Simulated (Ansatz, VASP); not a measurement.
## One calculation of TlH4, two programs

```
Tl H
1.0
     3.85858    0.00000    0.00000
     0.00000    3.85858    0.00000
     0.00000    0.00000    3.85858
Tl H
1 4
Cartesian
  1.9293 1.9293 1.9293
  0.0000 0.0000 0.0000
  1.9293 1.9293 0.0000
  1.9293 0.0000 1.9293
  0.0000 1.9293 1.9293
```

Change from the starting cell: species swapped into the Mn4N type (Pm-3m, No. 221).

Alike in both runs: functional PBE; k mesh 10 × 10 × 10; occupations gaussian, width 0.1 eV; no spin polarisation.

Ansatz relaxed the structure, and its values are those at the end. VASP's run is a single point on that final structure, the one shown.

```csv
,VASP,Ansatz
version,VASP 6.6.1,Ansatz 0.2.0
potentials or method,"VASP PAW PBE potentials, release 64 (Tl_d, H), cutoff 520 eV","scalar-relativistic, plane waves, PAW"
valence electrons in the cell,17,17
```

```tsv
	VASP	Ansatz	Ansatz less VASP
gap on the k mesh at the Fermi level (eV)	none	none	-
pressure (GPa)	-0.2	0.0	+0.15
```

A gap of «none» marks a metal or a gap that the smearing closes.

Spin-orbit coupling is off throughout.
